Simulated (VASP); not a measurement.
# AlFe (Pm-3m) in VASP: settings compared

The runs below take AlFe through single point, relaxation of cell and atoms, with PBE, PBE+D4.

All numbers are computed with VASP 6.6.1; they aren't measurements. Logs are shortened: lines on timing, memory, paths and dates and some standing lists are left out, and cuts for length are marked.

## 1. The cell of the first run

The structure is cubic, space group Pm-3m (No. 221). The conventional cell has a = 2.910 Å, b = 2.910 Å, c = 2.910 Å, α = 90.00°, β = 90.00°, γ = 90.00°. Fe (site symmetry m-3m) has 8 Al at 2.52 Å and 6 Fe at 2.91 Å within 3.3 Å. Within 3.3 Å of Al (site symmetry m-3m) lie 8 Fe at 2.52 Å and 6 Al at 2.91 Å.

## 2. Single point, PBE, collinear spin, ferromagnetic start

INCAR reads:

```
PREC = Accurate ; ENCUT = 520
EDIFF = 1E-6 ; ISMEAR = 0
SIGMA = 0.026000000000000002 ; LREAL = F
LASPH = T ; NELM = 150
ALGO = Fast ; ISIF = 2
LWAVE = F ; LCHARG = F
ISPIN = 2 ; MAGMOM = 3 0
LORBIT = 11 ; LMAXMIX = 4
GGA = PE ; NBANDS = 16
```

KPOINTS reads:

```
regular mesh
0
Gamma
  9 9 9
```

POSCAR reads:

```
AlFe
1.0
    2.9100000000      0.0000000000      0.0000000000
    0.0000000000      2.9100000000      0.0000000000
    0.0000000000      0.0000000000      2.9100000000
Fe Al
1 1
Direct
    0.5000000000      0.5000000000      0.5000000000
    0.0000000000      0.0000000000      0.0000000000
```

Potentials or basis: VASP PAW PBE potentials, release 64 (Fe, Al).

On the command line:

```console
$ cat potpaw_PBE.64/Fe/POTCAR potpaw_PBE.64/Al/POTCAR > POTCAR
$ mpirun -np 1 vasp_std > vasp.out
```

OUTCAR:

```text
PREC = Accurate
   ENCUT = 520
   EDIFF = 1E-6
   ISMEAR = 0
   LREAL = F
   LASPH = T
   NELM = 150
   ISIF = 2
   ISPIN = 2
   LORBIT = 11
   GGA = PE

 ion  position               nearest neighbor table
   1  0.500  0.500  0.500-   2 2.52   2 2.52   2 2.52   2 2.52   2 2.52   2 2.52   2 2.52   2 2.52

   2  0.000  0.000  0.000-   1 2.52   1 2.52   1 2.52   1 2.52   1 2.52   1 2.52   1 2.52   1 2.52

  LATTYP: Found a simple cubic cell.
 ALAT       =     2.9100000000

  Lattice vectors:

 A1 = (   2.9100000000,   0.0000000000,   0.0000000000)
 A2 = (   0.0000000000,   2.9100000000,   0.0000000000)
 A3 = (   0.0000000000,   0.0000000000,   2.9100000000)

Analysis of symmetry for initial positions (statically):
=====================================================================
 Subroutine PRICEL returns:
 Original cell was already a primitive cell.

 Routine SETGRP: Setting up the symmetry group for a
 simple cubic supercell.

 Subroutine GETGRP returns: Found 48 space group operations
 (whereof 48 operations were pure point group operations)
 out of a pool of 48 trial point group operations.

The static configuration has the point symmetry O_h .

Analysis of symmetry for dynamics (positions and initial velocities):
=====================================================================
 Subroutine PRICEL returns:
 Original cell was already a primitive cell.

 Routine SETGRP: Setting up the symmetry group for a
 simple cubic supercell.

 Subroutine GETGRP returns: Found 48 space group operations
 (whereof 48 operations were pure point group operations)
 out of a pool of 48 trial point group operations.

The dynamic configuration has the point symmetry O_h .

Analysis of structural, dynamic, and magnetic symmetry:
=====================================================================
 Subroutine PRICEL returns:
 Original cell was already a primitive cell.

 Routine SETGRP: Setting up the symmetry group for a
 simple cubic supercell.

 Subroutine GETGRP returns: Found 48 space group operations
 (whereof 48 operations were pure point group operations)
 out of a pool of 48 trial point group operations.

The overall configuration has the point symmetry O_h .

 Subroutine INISYM returns: Found 48 space group operations
 (whereof 48 operations are pure point group operations),
 and found     1 'primitive' translations

----------------------------------------------------------------------------------------

                                     Primitive cell

  volume of cell :      24.6422

  direct lattice vectors                    reciprocal lattice vectors
     2.910000000  0.000000000  0.000000000     0.343642612  0.000000000  0.000000000
     0.000000000  2.910000000  0.000000000     0.000000000  0.343642612  0.000000000
     0.000000000  0.000000000  2.910000000     0.000000000  0.000000000  0.343642612

  length of vectors
     2.910000000  2.910000000  2.910000000     0.343642612  0.343642612  0.343642612

  position of ions in fractional coordinates (direct lattice)
     0.500000000  0.500000000  0.500000000
     0.000000000  0.000000000  0.000000000

  ion indices of the primitive-cell ions
   primitive index   ion index
                 1           1
                 2           2

----------------------------------------------------------------------------------------

 KPOINTS: regular mesh

Automatic generation of k-mesh.
 Grid dimensions read from file:
 generate k-points for:    9    9    9

 Generating k-lattice:

  Cartesian coordinates                     Fractional coordinates (reciprocal lattice)
     0.038182512  0.000000000  0.000000000     0.111111111  0.000000000  0.000000000
     0.000000000  0.038182512  0.000000000     0.000000000  0.111111111  0.000000000
     0.000000000  0.000000000  0.038182512     0.000000000  0.000000000  0.111111111

  Length of vectors
     0.038182512  0.038182512  0.038182512

  Shift w.r.t. Gamma in fractional coordinates (k-lattice)
     0.000000000  0.000000000  0.000000000

 Subroutine IBZKPT returns following result:
 ===========================================

 Found     35 irreducible k-points:

 Following reciprocal coordinates:
            Coordinates               Weight
  0.000000  0.000000  0.000000      1.000000
  0.111111  0.000000  0.000000      6.000000
  0.222222  0.000000  0.000000      6.000000
  0.333333  0.000000  0.000000      6.000000
  0.444444  0.000000  0.000000      6.000000
  0.111111  0.111111  0.000000     12.000000
[... 16 lines left out ...]
  0.333333  0.333333  0.111111     24.000000
  0.444444  0.333333  0.111111     48.000000
 [... further k-points ...]
   k-points           NKPTS =     35   k-points in BZ     NKDIM =     35   number of bands    NBANDS=     16
   number of dos      NEDOS =    301   number of ions     NIONS =      2
   total plane-waves  NPLWV =  13824
   dimension x,y,z NGX =    24 NGY =   24 NGZ =   24
   dimension x,y,z NGXF=    48 NGYF=   48 NGZF=   48
   ions per type =               1   1
   NGX,Y,Z   is equivalent  to a cutoff of  13.71, 13.71, 13.71 a.u.
   NGXF,Y,Z  is equivalent  to a cutoff of  27.42, 27.42, 27.42 a.u.
 SYSTEM =  unknown system
   PREC   = accura    normal or accurate (medium, high low for compatibility)
   ISTART =      0    job   : 0-new  1-cont  2-samecut
   ICHARG =      2    charge: 1-file 2-atom 10-const
   ISPIN  =      2    spin polarized calculation?
   LNONCOLLINEAR =      F non collinear calculations
   LSORBIT =      F    spin-orbit coupling
   LASPH  =      T    aspherical Exc in radial PAW
   ENCUT  =  520.0 eV  38.22 Ry    6.18 a.u.   5.41  5.41  5.41*2*pi/ulx,y,z
   NELM   =    150;   NELMIN=  2; NELMDL= -5     # of ELM steps
   EDIFF  = 0.1E-05   stopping-criterion for ELM
   LREAL  =      F    real-space projection
   EDIFFG = 0.1E-04   stopping-criterion for IOM
   NSW    =      0    number of steps for IOM
   IBRION =     -1    ionic relax: 0-MD 1-quasi-New 2-CG
   NFREE  =      0    steps in history (QN), initial steepest desc. (CG)
   ISIF   =      2    stress and relaxation
   ISYM   =      2    0-nonsym 1-usesym 2-fastsym
   POTIM  = 0.5000    time-step for ionic-motion
   TEBEG  =    0.0;   TEEND  =   0.0 temperature during run
   PSTRESS=    0.0 pullay stress
   NELECT =      11.0000    total number of electrons
   NUPDOWN=      -1.0000    fix difference up-down
   EMIN   =  10.00;   EMAX   =-10.00  energy-range for DOS
   EFERMI =   0.00;   METHOD = LEGACY
   ISMEAR =     0;   SIGMA  =   0.03  broadening in eV -4-tet -1-fermi 0-gaus
   EFERMI_NEDOS =   21; number of points for ismear=-14 and -15
   IALGO  =     68    algorithm
   IMIX   =      4    mixing-type and parameters
     AMIX     =   0.40;   BMIX     =  1.00
     AMIX_MAG =   1.60;   BMIX_MAG =  1.00
  volume/ion in A,a.u.               =      12.32        83.15
  Fermi-wavevector in a.u.,A,eV,Ry     =   1.251160  2.364349 21.298567  1.565401
  Thomas-Fermi vector in A             =   2.385120
   LORBIT       =     11    0 simple, 1 ext, 2 COOP (PROOUT), +10 PAW based schemes
   GGA     = PE    functional components
   LHFCALC =     F    Hartree Fock is set to
   AEXX    =    0.0000 exact exchange contribution
   IVDW    =     0    specifies the selected vdW correction
   LEPSILON=     F    determine dielectric tensor
   LRPA    =     F    only Hartree local field effects (RPA)
 spin polarized calculation
 RMM-DIIS sequential band-by-band and
 Gauss-broadening in eV      SIGMA  =   0.03
  energy-cutoff  :      520.00
  volume of cell :       24.64
 maximum number of plane-waves:       691
 NGX is ok and might be reduce to    24
   NGX = 11   NGY = 11   NGZ = 11

 number of electron      10.9999994 magnetization       0.6202418

 Free energy of the ion-electron system (eV)
  ---------------------------------------------------
  ext. energy  EPLUGINS =         0.00000000
  ---------------------------------------------------
  free energy    TOTEN  =       -12.63182827 eV

  energy without entropy =      -12.63049515  energy(sigma->0) =      -12.63116171

 E-fermi :   7.6095     XC(G=0): -11.9721

 val. band max:        7.5990467259   @ k =   0.4444   0.4444   0.1111
 cond. band min:       7.6229940069   @ k =   0.4444   0.4444   0.2222
 fundamental gap:      0.0239472810
 Fermi energy:         7.6094593454

 spin component 1

 k-point     1 :       0.0000    0.0000    0.0000
  band No.  band energies     occupation
      1      -2.5550      1.00000
      2       5.2886      1.00000
      3       5.2886      1.00000
      4       7.2605      1.00000
      5       7.2605      1.00000
      6       7.2605      1.00000
[... 8 lines left out ...]
     15      28.9516      0.00000
     16      30.8855      0.00000
[... 419 lines left out ...]
 k-point    24 :       0.4444    0.3333    0.1111
  band No.  band energies     occupation
      1       2.2940      1.00000
      2       4.0304      1.00000
      3       5.4394      1.00000
      4       6.1620      1.00000
      5       6.8060      1.00000
      6       6.9270      1.00000
[... 8 lines left out ...]
     15      27.7468      0.00000
     16      28.8229      0.00000

 [... further k-points ...]

 spin component 2

 k-point     1 :       0.0000    0.0000    0.0000
  band No.  band energies     occupation
      1      -2.5656      1.00000
      2       5.5831      1.00000
      3       5.5831      1.00000
      4       8.0526      0.00000
      5       8.0526      0.00000
      6       8.0526      0.00000
[... 8 lines left out ...]
     15      28.9820      0.00000
     16      30.8471      0.00000
[... 419 lines left out ...]
 k-point    24 :       0.4444    0.3333    0.1111
  band No.  band energies     occupation
      1       2.3654      1.00000
      2       4.1526      1.00000
      3       5.7638      1.00000
      4       6.5344      1.00000
      5       7.4525      1.00000
      6       7.5207      1.00000
[... 8 lines left out ...]
     15      27.8741      0.00000
     16      28.8036      0.00000

 [... further k-points ...]
[... 5 lines left out ...]
  --------------------------------------------------------------------------------------
  -------------------------------------------------------------------------------------
  Total       -0.9749395     -0.9749395     -0.9749395     -0.0000000      0.0000000      0.0000000
  in kB      -63.3883289    -63.3883289    -63.3883289     -0.0000000      0.0000000      0.0000000
  external PRESSURE =     -63.3883289 kB  Pullay stress =       0.0000000 kB

 VOLUME and BASIS-vectors are now :
 -----------------------------------------------------------------------------
  energy-cutoff  :      520.00
  volume of cell :       24.64
      direct lattice vectors                 reciprocal lattice vectors
     2.910000000  0.000000000  0.000000000     0.343642612  0.000000000  0.000000000
     0.000000000  2.910000000  0.000000000     0.000000000  0.343642612  0.000000000
     0.000000000  0.000000000  2.910000000     0.000000000  0.000000000  0.343642612

 POSITION                                       TOTAL-FORCE (eV/Angst)
 -----------------------------------------------------------------------------------
      1.45500      1.45500      1.45500         0.000000      0.000000      0.000000
      0.00000      0.00000      0.00000         0.000000      0.000000      0.000000
 -----------------------------------------------------------------------------------
    total drift:                                0.000000     -0.000000     -0.000000

  FREE ENERGIE OF THE ION-ELECTRON SYSTEM (eV)
  ---------------------------------------------------
  free  energy   TOTEN  =       -12.6318282713 eV

  energy  without entropy=      -12.6304951476  energy(sigma->0) =      -12.63116171

 total charge

# of ion       s       p       d       tot
------------------------------------------
    1        0.417   0.474   6.452   7.343
    2        0.395   0.420   0.000   0.815
--------------------------------------------------
tot          0.812   0.893   6.452   8.158

 magnetization (x)

# of ion       s       p       d       tot
------------------------------------------
    1       -0.001   0.002   0.669   0.670
    2       -0.007  -0.016   0.000  -0.023
--------------------------------------------------
tot         -0.009  -0.013   0.669   0.647
```

It took 11 s on 1 thread of Intel Xeon 6975P-C (Granite Rapids), shared host; peak memory 0.16 GiB.

Results:

- Free energy: -12.6318 eV
- Pressure: -6.3 GPa
- Net moment: 0.62 μB per cell
- Site moments: Fe +0.67; Al -0.02 μB
- Valence electrons inside the program's atomic spheres: Fe 7.34; Al 0.81

Levels at points of the mesh, in eV from the Fermi level:
Spin up:
| k point | band 2 | band 3 | band 4 | band 5 | band 6 | band 7 | band 8 | band 9 | band 10 | band 11 |
| --- | --- | --- | --- | --- | --- | --- | --- | --- | --- | --- |
| (0.00, 0.00, 0.00) | -2.32 | -2.32 | -0.35 | -0.35 | -0.35 | 6.18 | 6.18 | 6.18 | 9.17 | 9.17 |
Spin down:
```
           k point  band 3  band 4  band 5  band 6  band 7  band 8
(0.00, 0.00, 0.00)   -2.03    0.44    0.44    0.44    6.19    6.19
```

## 3. Relaxation of cell and atoms, PBE+D4, collinear spin, ferromagnetic start

INCAR reads:

```
  PREC = Accurate
  ENCUT = 600
  EDIFF = 1E-6
  ISMEAR = -1
  SIGMA = 0.05
  LREAL = F
  LASPH = T
  NELM = 150
  ALGO = Normal
  ISIF = 3
  LWAVE = F
  LCHARG = F
  ISPIN = 2
  MAGMOM = 3 0
  LORBIT = 11
  LMAXMIX = 4
  GGA = PE
  IVDW = 13
  IBRION = 2
  NSW = 60
  EDIFFG = -0.01
```

KPOINTS reads:

```
Automatic mesh
0
Gamma
  9 9 9
```

POSCAR is that of step 2.

Potentials or basis: VASP PAW PBE potentials, release 64 (Fe, Al).

On the command line:

```console
$ cat potpaw_PBE.64/Fe/POTCAR potpaw_PBE.64/Al/POTCAR > POTCAR
$ mpirun -np 1 vasp_std > vasp.out
```

Wall time 20 s (1 thread of Intel Xeon 6975P-C (Granite Rapids), shared host); peak memory 0.16 GiB.

Results (log left out):

```
Free energy                                           : -13.4752 eV
Relaxed volume                                        : 11.52 Å³/atom
Relaxed cell                                          : a = 2.846 Å, b = 2.846 Å, c = 2.846 Å, α = 90.00°, β = 90.00°, γ = 90.00°
Space group after relaxing (to 0.05 Å)                : Pm-3m (No. 221)
Energy gained by relaxing                             : 29.3 meV/atom
Ionic steps                                           : 3
Pressure after relaxing                               : -0.1 GPa
Net moment                                            : 0.60 μB per cell
Site moments                                          : Fe +0.64; Al -0.02 μB
Valence electrons inside the program's atomic spheres : Fe 7.48; Al 0.85
Dispersion energy per atom                            : -0.413 eV
```

The path:
```tsv
step	energy change (eV)	largest force (eV/Å)	pressure (GPa)	volume (Å³)
1	0.0000	0.0000	-10.93	24.64
2	-0.0126	0.0000	12.15	21.76
3	-0.0585	0.0000	-0.07	23.05
```

Final structure:
```yaml
crystal:
  lattice:
    - [2.84578, 0.00000, 0.00000]
    - [0.00000, 2.84578, 0.00000]
    - [0.00000, 0.00000, 2.84578]
  atoms:
    - { symbol: Fe, position: [0.50000, 0.50000, 0.50000] }
    - { symbol: Al, position: [0.00000, 0.00000, 0.00000] }
```

Levels at points of the mesh, in eV from the Fermi level:
Spin up:
| k point | band 3 | band 4 | band 5 | band 6 | band 7 | band 8 | band 9 | band 10 |
| --- | --- | --- | --- | --- | --- | --- | --- | --- |
| (0.00, 0.00, 0.00) | -2.53 | -0.30 | -0.30 | -0.30 | 6.58 | 6.58 | 6.58 | 9.53 |
Spin down:
```csv
k point,band 2,band 3,band 4,band 5,band 6,band 7,band 8,band 9
"(0.00, 0.00, 0.00)",-2.25,-2.25,0.45,0.45,0.45,6.61,6.61,6.61
```

Caveat: pairwise dispersion overbinds metals, which lowers pressure and volume.

## 4. Single point, PBE, collinear spin, ferromagnetic start

INCAR reads:

```
SYSTEM = AlFe
  PREC = Accurate
  ENCUT = 600
  EDIFF = 1E-6
  ISMEAR = -1
  SIGMA = 0.05
  LREAL = .FALSE.
  LASPH = .TRUE.
  NELM = 200
  ALGO = Normal
  ISIF = 2
  LWAVE = .FALSE.
  LCHARG = .FALSE.
  ISPIN = 2
  MAGMOM = 3.8 0
  LORBIT = 11
  NUPDOWN = 3.8
  LMAXMIX = 4
  GGA = PE
  NBANDS = 20
  GGA_COMPAT = .FALSE.
```

KPOINTS reads:

```
regular mesh
0
G
  8 8 8
  0 0 0
```

POSCAR is that of step 3.

Potentials or basis: VASP PAW PBE potentials, release 64 (Fe_sv, Al).

On the command line:

```console
$ cat potpaw_PBE.64/Fe_sv/POTCAR potpaw_PBE.64/Al/POTCAR > POTCAR
$ mpirun -np 1 vasp_std > vasp.out
```

Wall time 14 s (1 thread of Intel Xeon 6975P-C (Granite Rapids), shared host); peak memory 0.16 GiB.

Results (log left out):

| Item | Value |
| --- | --- |
| Free energy | -10.5947 eV |
| Pressure | 30.8 GPa |
| Net moment | 3.80 μB per cell |
| Site moments | Fe +3.04; Al +0.08 μB |
| Valence electrons inside the program's atomic spheres | Fe 13.70; Al 0.87 |

Caveat: the total moment is fixed, so each spin has its own Fermi level.

## 5. Summary

```csv
task,level,potentials or basis,fixed moment (μB),cell,k mesh,cutoff (eV),smearing,second run,gap on the mesh (eV),pressure (GPa),moment (μB)
single point,PBE,"VASP PAW PBE potentials, release 64 (Fe, Al)",-,as given,9 × 9 × 9,520,gaussian 0.026 eV,-,none,-6.3,0.62
relaxation of cell and atoms,PBE+D4,"VASP PAW PBE potentials, release 64 (Fe, Al)",-,relaxed,9 × 9 × 9,600,fermi-dirac 0.05 eV,-,none,-0.1,0.60
single point,PBE,"VASP PAW PBE potentials, release 64 (Fe_sv, Al)",3.8,as given,8 × 8 × 8,600,fermi-dirac 0.05 eV,valence_matched,-,30.8,3.80
```

Alike in all rows: spin collinear, ferromagnetic start.

Caveats: pairwise dispersion overbinds metals, which lowers pressure and volume (some runs); the total moment is fixed, so each spin has its own Fermi level (some runs).

Absolute energies hang on the potentials; compare differences alone.
